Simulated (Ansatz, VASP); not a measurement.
**One calculation of NiO, two programs**

```xyz
4
Lattice="0.0000 2.0913 2.0913 2.0913 0.0000 2.0913 4.1826 4.1826 0.0000" Properties=species:S:1:pos:R:3 pbc="T T T"
Ni    0.0000    0.0000    0.0000
Ni    2.0913    2.0913    0.0000
O     2.0913    2.0913    2.0913
O     4.1826    4.1826    2.0913
```

Alike in both runs: task single point; functional LDA; k mesh 8 × 8 × 8; occupations gaussian, width 0.05 eV; collinear spin; Hubbard terms Ni d U = 5.0 eV, J = 0.9 eV.

```csv
,VASP,Ansatz
version,VASP 6.6.1,Ansatz 0.2.0
potentials or method,"VASP PAW LDA potentials, release 64 (Ni, O), cutoff 520 eV","scalar-relativistic, plane waves, PAW"
valence electrons in the cell,32,48
```

|  | VASP | Ansatz | Ansatz less VASP |
| --- | --- | --- | --- |
| gap on the k mesh at the Fermi level (eV) | 1.20 | 1.08 | -0.121 |
| least direct gap on the mesh (eV) | 1.20 | 1.08 | -0.121 |
| pressure (GPa) | -14.4 | -7.2 | +7.18 |
| net moment per atom (μB) | 1.00 | 1.00 | 0.000 |
| size of the moment on the site where the two differ most (μB) | 1.73 | 1.66 | -0.068 |

LDA's correlation is that of Perdew and Zunger in VASP and of Perdew and Wang (1992) in Ansatz. Site moments also hang on the region over which each program counts them. The programs project onto different local orbitals, so the same U acts differently, and such runs can settle in different states. VASP's potentials hold 32 valence electrons a cell and Ansatz's 48, so a difference there can come from the potentials and not from the codes.
